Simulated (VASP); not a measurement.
Input of a VASP 6.6.1 run:

Contents of INCAR:

```
  ALGO = Normal
  EDIFF = 1E-6
  ENCUT = 600
  GGA_COMPAT = F
  ISIF = 2
  ISMEAR = 0
  LASPH = T
  LCHARG = T
  LELF = T
  LREAL = F
  LVHAR = T
  LWAVE = F
  NBANDS = 11
  NELM = 120
  PREC = Accurate
  SIGMA = 0.05
```

KPOINTS

```
k-points
0
Gamma
  6 6 6
```

File POSCAR:

```
MgO
1.0
    0.0000000000      2.1351500000      2.1351500000
    2.1351500000      0.0000000000      2.1351500000
    2.1351500000      2.1351500000      0.0000000000
Mg O
1 1
Direct
    0.0000000000      0.0000000000      0.0000000000
    0.3594946491      0.6405053509      0.3594946491
```

Potentials or basis: VASP PAW LDA potentials, release 64 (Mg, O).

The run is started by

```sh
$ cat potpaw_LDA.64/Mg/POTCAR potpaw_LDA.64/O/POTCAR > POTCAR
$ mpirun -np 1 vasp_std > vasp.out
```

Q: Estimate the largest force.

A: 12.960 eV/Å.

Q: What does it give for the pressure?

A: 37.7 GPa.

Q: Estimate the band gap on the k mesh.

A: 4.29 eV, direct.

Forces on the atoms (eV/Å):
```
Mg    0.000 -12.960   0.000
O     0.000  12.960   0.000
```

Caveat: the k points lie up to 0.42 Å⁻¹ apart; the cell differs from its parent crystal (atom 2 (O) moved by (-0.600, +0.000) A along y and z); forces of over 1 eV/Å act on the atoms, so gaps and moduli don't describe the material at rest.
